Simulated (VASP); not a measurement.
# Ca (P6/mmm) in VASP: single point with PBE

Aim: the single point of Ca with PBE.

Everything below comes from runs of VASP 6.6.1. Logs are shortened: lines on timing, memory, paths and dates and some standing lists are left out, and cuts for length are marked.

## 1. The cell of the first run

The structure is hexagonal, space group P6/mmm (No. 191). Conventional cell: a = 10.528 Å, b = 10.528 Å, c = 4.798 Å, α = 90.00°, β = 90.00°, γ = 120.00°. Ca (site symmetry mm2) has 6 Ca at 3.46 to 4.53 Å within 4.6 Å. Ca (site symmetry -6m2) has 6 Ca at 3.55 Å within 4.7 Å.

## 2. Single point, PBE

File INCAR:

```
SYSTEM = Ca
PREC = Accurate ; ENCUT = 520
EDIFF = 1E-7 ; ISMEAR = 0
SIGMA = 0.1 ; LREAL = .FALSE.
LASPH = .TRUE. ; NELM = 60
ALGO = Fast ; ISIF = 2
LWAVE = .FALSE. ; LCHARG = .TRUE.
GGA = PE ; LELF = .TRUE.
LVHAR = .TRUE. ; NBANDS = 50
```

File KPOINTS:

```
Automatic mesh
0
G
  3 3 4
  0 0 0
```

File POSCAR:

```
Ca
1.0
   10.5278590800      0.0000000000      0.0000000000
   -5.2639295400      9.1173934100      0.0000000000
    0.0000000000      0.0000000000      4.7979024400
Ca
8
Direct
    0.8099998000      0.1900002000      0.5000000000
    0.8099998000      0.6199996000      0.5000000000
    0.3800004000      0.1900002000      0.5000000000
    0.1900002000      0.8099998000      0.5000000000
    0.1900002000      0.3800004000      0.5000000000
    0.6199996000      0.8099998000      0.5000000000
    0.3333333300      0.6666666700      0.0000000000
    0.6666666700      0.3333333300      0.0000000000
```

Potentials or basis: VASP PAW PBE potentials, release 64 (Ca_sv).

On the command line:

```bash
$ cat potpaw_PBE.64/Ca_sv/POTCAR > POTCAR
$ mpirun -np 1 vasp_std > vasp.out
```

OUTCAR:

```text
SYSTEM = Ca
   PREC = Accurate
   ENCUT = 520
   EDIFF = 1E-7
   ISMEAR = 0
   LREAL = .FALSE.
   LASPH = .TRUE.
   NELM = 60
   ISIF = 2
   GGA = PE

 ion  position               nearest neighbor table
   1  0.810  0.190  0.500-
   2  0.810  0.620  0.500-
   3  0.380  0.190  0.500-
   4  0.190  0.810  0.500-
   5  0.190  0.380  0.500-
   6  0.620  0.810  0.500-
   7  0.333  0.667  0.000-
   8  0.667  0.333  0.000-

  LATTYP: Found a hexagonal cell.
 ALAT       =    10.5278590800
 C/A-ratio  =     0.4557339155

  Lattice vectors:

 A1 = (  10.5278590800,   0.0000000000,   0.0000000000)
 A2 = (  -5.2639295400,   9.1173934100,   0.0000000000)
 A3 = (   0.0000000000,   0.0000000000,   4.7979024400)

Analysis of symmetry for initial positions (statically):
=====================================================================
 Subroutine PRICEL returns:
 Original cell was already a primitive cell.

 Routine SETGRP: Setting up the symmetry group for a
 hexagonal supercell.

 Subroutine GETGRP returns: Found 24 space group operations
 (whereof 24 operations were pure point group operations)
 out of a pool of 24 trial point group operations.

The static configuration has the point symmetry D_6h.

Analysis of symmetry for dynamics (positions and initial velocities):
=====================================================================
 Subroutine PRICEL returns:
 Original cell was already a primitive cell.

 Routine SETGRP: Setting up the symmetry group for a
 hexagonal supercell.

 Subroutine GETGRP returns: Found 24 space group operations
 (whereof 24 operations were pure point group operations)
 out of a pool of 24 trial point group operations.

The dynamic configuration has the point symmetry D_6h.

 Subroutine INISYM returns: Found 24 space group operations
 (whereof 24 operations are pure point group operations),
 and found     1 'primitive' translations

----------------------------------------------------------------------------------------

                                     Primitive cell

  volume of cell :     460.5345

  direct lattice vectors                    reciprocal lattice vectors
    10.527859080  0.000000000  0.000000000     0.094986074  0.054840235  0.000000000
    -5.263929540  9.117393410  0.000000000     0.000000000  0.109680471  0.000000000
     0.000000000  0.000000000  4.797902440     0.000000000  0.000000000  0.208424413

  length of vectors
    10.527859080 10.527859079  4.797902440     0.109680471  0.109680471  0.208424413

  position of ions in fractional coordinates (direct lattice)
     0.809999800  0.190000200  0.500000000
     0.809999800  0.619999600  0.500000000
     0.380000400  0.190000200  0.500000000
     0.190000200  0.809999800  0.500000000
     0.190000200  0.380000400  0.500000000
     0.619999600  0.809999800  0.500000000
     0.333333330  0.666666670  0.000000000
     0.666666670  0.333333330  0.000000000

  ion indices of the primitive-cell ions
   primitive index   ion index
                 1           1
                 2           2
                 3           3
                 4           4
                 5           5
                 6           6
                 7           7
                 8           8

----------------------------------------------------------------------------------------

 KPOINTS: Automatic mesh

Automatic generation of k-mesh.
 Grid dimensions read from file:
 generate k-points for:    3    3    4

 Generating k-lattice:

  Cartesian coordinates                     Fractional coordinates (reciprocal lattice)
     0.031662025  0.018280078  0.000000000     0.333333333  0.000000000  0.000000000
     0.000000000  0.036560157  0.000000000     0.000000000  0.333333333  0.000000000
     0.000000000  0.000000000  0.052106103     0.000000000  0.000000000  0.250000000

  Length of vectors
     0.036560157  0.036560157  0.052106103

  Shift w.r.t. Gamma in fractional coordinates (k-lattice)
     0.000000000  0.000000000  0.000000000

 Subroutine IBZKPT returns following result:
 ===========================================

 Found      9 irreducible k-points:

 Following reciprocal coordinates:
            Coordinates               Weight
  0.000000  0.000000  0.000000      1.000000
  0.333333  0.000000  0.000000      6.000000
  0.333333  0.333333  0.000000      2.000000
  0.000000  0.000000  0.250000      2.000000
  0.333333  0.000000  0.250000     12.000000
  0.333333  0.333333  0.250000      4.000000
  0.000000  0.000000  0.500000      1.000000
  0.333333  0.000000  0.500000      6.000000
  0.333333  0.333333  0.500000      2.000000
   k-points           NKPTS =      9   k-points in BZ     NKDIM =      9   number of bands    NBANDS=     50
   number of dos      NEDOS =    301   number of ions     NIONS =      8
   total plane-waves  NPLWV = 230400
   dimension x,y,z NGX =    80 NGY =   80 NGZ =   36
   dimension x,y,z NGXF=   160 NGYF=  160 NGZF=   72
   ions per type =               8
   NGX,Y,Z   is equivalent  to a cutoff of  12.63, 12.63, 12.47 a.u.
   NGXF,Y,Z  is equivalent  to a cutoff of  25.27, 25.27, 24.95 a.u.
 SYSTEM =  Ca
   PREC   = accura    normal or accurate (medium, high low for compatibility)
   ISTART =      0    job   : 0-new  1-cont  2-samecut
   ICHARG =      2    charge: 1-file 2-atom 10-const
   ISPIN  =      1    spin polarized calculation?
   LNONCOLLINEAR =      F non collinear calculations
   LSORBIT =      F    spin-orbit coupling
   LASPH  =      T    aspherical Exc in radial PAW
   ENCUT  =  520.0 eV  38.22 Ry    6.18 a.u.  19.57 19.57  8.92*2*pi/ulx,y,z
   NELM   =     60;   NELMIN=  2; NELMDL= -5     # of ELM steps
   EDIFF  = 0.1E-06   stopping-criterion for ELM
   LREAL  =      F    real-space projection
   EDIFFG = 0.1E-05   stopping-criterion for IOM
   NSW    =      0    number of steps for IOM
   IBRION =     -1    ionic relax: 0-MD 1-quasi-New 2-CG
   NFREE  =      0    steps in history (QN), initial steepest desc. (CG)
   ISIF   =      2    stress and relaxation
   ISYM   =      2    0-nonsym 1-usesym 2-fastsym
   POTIM  = 0.5000    time-step for ionic-motion
   TEBEG  =    0.0;   TEEND  =   0.0 temperature during run
   PSTRESS=    0.0 pullay stress
   NELECT =      80.0000    total number of electrons
   NUPDOWN=      -1.0000    fix difference up-down
   EMIN   =  10.00;   EMAX   =-10.00  energy-range for DOS
   EFERMI =   0.00;   METHOD = LEGACY
   ISMEAR =     0;   SIGMA  =   0.10  broadening in eV -4-tet -1-fermi 0-gaus
   EFERMI_NEDOS =   21; number of points for ismear=-14 and -15
   IALGO  =     68    algorithm
   IMIX   =      4    mixing-type and parameters
     AMIX     =   0.40;   BMIX     =  1.00
     AMIX_MAG =   1.60;   BMIX_MAG =  1.00
  volume/ion in A,a.u.               =      57.57       388.48
  Fermi-wavevector in a.u.,A,eV,Ry     =   0.913449  1.726168 11.352542  0.834388
  Thomas-Fermi vector in A             =   2.037961
   LORBIT       =      0    0 simple, 1 ext, 2 COOP (PROOUT), +10 PAW based schemes
   GGA     = PE    functional components
   LHFCALC =     F    Hartree Fock is set to
   AEXX    =    0.0000 exact exchange contribution
   IVDW    =     0    specifies the selected vdW correction
   LEPSILON=     F    determine dielectric tensor
   LRPA    =     F    only Hartree local field effects (RPA)
 non-spin polarized calculation
 RMM-DIIS sequential band-by-band and
 Gauss-broadening in eV      SIGMA  =   0.10
  energy-cutoff  :      520.00
  volume of cell :      460.53
 maximum number of plane-waves:     12474
 NGX is ok and might be reduce to    80
   NGX = 39   NGY = 39   NGZ = 17

 number of electron      79.9999994 magnetization

 Free energy of the ion-electron system (eV)
  ---------------------------------------------------
  ext. energy  EPLUGINS =         0.00000000
  ---------------------------------------------------
  free energy    TOTEN  =        -9.38063921 eV

  energy without entropy =       -9.32953164  energy(sigma->0) =       -9.35508543

 E-fermi :   0.7784     XC(G=0):  -6.6934

 val. band max:        0.7405748571   @ k =   0.3333   0.3333   0.2500
 cond. band min:       0.7832236346   @ k =   0.3333   0.0000   0.0000
 fundamental gap:      0.0426487776
 Fermi energy:         0.7783844806

 k-point     1 :       0.0000    0.0000    0.0000
  band No.  band energies     occupation
      1     -41.9860      2.00000
      2     -41.9799      2.00000
      3     -41.9799      2.00000
      4     -41.9694      2.00000
      5     -41.9694      2.00000
      6     -41.9650      2.00000
[... 42 lines left out ...]
     49       1.7908      0.00000
     50       1.9721      0.00000

 k-point     2 :       0.3333    0.0000    0.0000
  band No.  band energies     occupation
      1     -41.9855      2.00000
      2     -41.9805      2.00000
      3     -41.9799      2.00000
      4     -41.9700      2.00000
      5     -41.9694      2.00000
      6     -41.9644      2.00000
[... 42 lines left out ...]
     49       1.8339      0.00000
     50       2.0223      0.00000

 k-point     3 :       0.3333    0.3333    0.0000
  band No.  band energies     occupation
      1     -41.9852      2.00000
      2     -41.9804      2.00000
      3     -41.9804      2.00000
      4     -41.9698      2.00000
      5     -41.9698      2.00000
      6     -41.9642      2.00000
[... 42 lines left out ...]
     49       1.7584      0.00000
     50       1.9366      0.00000

 k-point     4 :       0.0000    0.0000    0.2500
  band No.  band energies     occupation
      1     -41.9857      2.00000
      2     -41.9798      2.00000
      3     -41.9798      2.00000
      4     -41.9693      2.00000
      5     -41.9693      2.00000
      6     -41.9647      2.00000
[... 42 lines left out ...]
     49       1.7937      0.00000
     50       1.8523      0.00000

 k-point     5 :       0.3333    0.0000    0.2500
  band No.  band energies     occupation
      1     -41.9853      2.00000
      2     -41.9802      2.00000
      3     -41.9798      2.00000
      4     -41.9697      2.00000
      5     -41.9693      2.00000
      6     -41.9643      2.00000
[... 42 lines left out ...]
     49       1.6895      0.00000
     50       1.7342      0.00000

 k-point     6 :       0.3333    0.3333    0.2500
  band No.  band energies     occupation
      1     -41.9851      2.00000
      2     -41.9802      2.00000
      3     -41.9802      2.00000
      4     -41.9696      2.00000
      5     -41.9696      2.00000
      6     -41.9641      2.00000
[... 42 lines left out ...]
     49       1.7730      0.00000
     50       1.8536      0.00000

 k-point     7 :       0.0000    0.0000    0.5000
  band No.  band energies     occupation
      1     -41.9854      2.00000
      2     -41.9797      2.00000
      3     -41.9797      2.00000
      4     -41.9692      2.00000
      5     -41.9692      2.00000
      6     -41.9644      2.00000
[... 42 lines left out ...]
     49       1.8436      0.00000
     50       1.8954      0.00000

 k-point     8 :       0.3333    0.0000    0.5000
  band No.  band energies     occupation
      1     -41.9851      2.00000
      2     -41.9800      2.00000
      3     -41.9797      2.00000
      4     -41.9695      2.00000
      5     -41.9692      2.00000
      6     -41.9641      2.00000
[... 42 lines left out ...]
     49       1.5032      0.00000
     50       1.9077      0.00000

 k-point     9 :       0.3333    0.3333    0.5000
  band No.  band energies     occupation
      1     -41.9850      2.00000
      2     -41.9799      2.00000
      3     -41.9799      2.00000
      4     -41.9694      2.00000
      5     -41.9694      2.00000
      6     -41.9640      2.00000
[... 42 lines left out ...]
     49       1.5372      0.00000
     50       1.6615      0.00000

------------------------ aborting loop because EDIFF is reached ----------------------------------------

  FORCE on cell =-STRESS in cart. coord.  units (eV):
  Direction    XX          YY          ZZ          XY          YZ          ZX
  --------------------------------------------------------------------------------------
  -------------------------------------------------------------------------------------
  Total        2.4907642      2.4907642     -2.2501116      0.0000000      0.0000000      0.0000000
  in kB        8.6652485      8.6652485     -7.8280297      0.0000000      0.0000000      0.0000000
  external PRESSURE =       3.1674891 kB  Pullay stress =       0.0000000 kB

 VOLUME and BASIS-vectors are now :
 -----------------------------------------------------------------------------
  energy-cutoff  :      520.00
  volume of cell :      460.53
      direct lattice vectors                 reciprocal lattice vectors
    10.527859080  0.000000000  0.000000000     0.094986074  0.054840235  0.000000000
    -5.263929540  9.117393410  0.000000000     0.000000000  0.109680471  0.000000000
     0.000000000  0.000000000  4.797902440     0.000000000  0.000000000  0.208424413

 POSITION                                       TOTAL-FORCE (eV/Angst)
 -----------------------------------------------------------------------------------
      7.52742      1.73231      2.39895        -0.237452      0.137093     -0.000000
      5.26393      5.65278      2.39895        -0.000000     -0.274186      0.000000
      3.00044      1.73231      2.39895         0.237452      0.137093      0.000000
     -2.26349      7.38509      2.39895         0.237452     -0.137093     -0.000000
      0.00000      3.46461      2.39895        -0.000000      0.274186     -0.000000
      2.26349      7.38509      2.39895        -0.237452     -0.137093      0.000000
     -0.00000      6.07826      0.00000        -0.000000      0.000000     -0.000000
      5.26393      3.03913      0.00000        -0.000000      0.000000      0.000000
 -----------------------------------------------------------------------------------
    total drift:                                0.000000     -0.000000     -0.000000

  FREE ENERGIE OF THE ION-ELECTRON SYSTEM (eV)
  ---------------------------------------------------
  free  energy   TOTEN  =        -9.3806392136 eV

  energy  without entropy=       -9.3295316432  energy(sigma->0) =       -9.35508543
```

Run time: 13 min. Hardware: 1 thread of Intel Xeon Platinum 8375C at 2.90GHz (Ice Lake), shared host; peak memory 0.59 GiB.

Results:

| Quantity | Value |
| --- | --- |
| Free energy | -9.3806 eV |
| Pressure | 0.3 GPa |
| Largest force | 0.274 eV/Å |
| Band gap on the k mesh | zero (band 40 reaches 0.74 eV, above the bottom of band 41 at 0.58 eV) |

Forces on the atoms (eV/Å):
```
Ca  -0.237  0.137  0.000
Ca   0.000 -0.274  0.000
Ca   0.237  0.137  0.000
Ca   0.237 -0.137  0.000
Ca   0.000  0.274  0.000
Ca  -0.237 -0.137  0.000
Ca   0.000  0.000  0.000
Ca   0.000  0.000  0.000
```

Levels at points of the mesh, in eV from the Fermi level:
```
           k point  band 37  band 38  band 39  band 40  band 41  band 42  band 43  band 44
(0.00, 0.00, 0.00)    -1.35    -1.35    -0.87    -0.15     0.36     0.36     0.44     0.53
(0.00, 0.00, 0.50)    -0.55    -0.55    -0.36    -0.36    -0.20    -0.20     0.11     0.13
```
